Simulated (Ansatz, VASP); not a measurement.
## CO in VASP and in Ansatz

```
CELL_PARAMETERS angstrom
4.15883 0.00000 0.00000
-2.07942 3.60166 0.00000
0.00000 0.00000 7.36851
ATOMIC_POSITIONS crystal
C 0.33333 0.66667 0.11404
C 0.66667 0.33333 0.61404
O 0.33333 0.66667 0.26806
O 0.66667 0.33333 0.76806
```

Alike in both runs: functional PBE; k mesh 6 × 6 × 4; occupations gaussian, width 0.1 eV; no spin polarisation.

Ansatz relaxed the structure, and its values are those at the end. VASP's run is a single point on that final structure, the one shown.

```csv
,VASP,Ansatz
version,VASP 6.6.1,Ansatz 0.2.0
potentials or method,"VASP PAW PBE potentials, release 64 (C, O), cutoff 600 eV","scalar-relativistic, plane waves, PAW"
valence electrons in the cell,20,20
```

Ansatz gave:

| Item | Value |
| --- | --- |
| gap on the k mesh at the Fermi level (eV) | 6.10 |
| least direct gap on the mesh (eV) | 6.11 |
| pressure (GPa) | 0.2 |
| rms of the force components (eV/Å) | 0.004 |

**Question.** What did VASP give for the same quantities?

**Answer.** gap on the k mesh at the Fermi level (eV): 6.10; least direct gap on the mesh (eV): 6.11; pressure (GPa): 1.1; rms of the force components (eV/Å): 0.522.

Noted on VASP's run: the standard files for N, O and F lose accuracy on very short bonds.
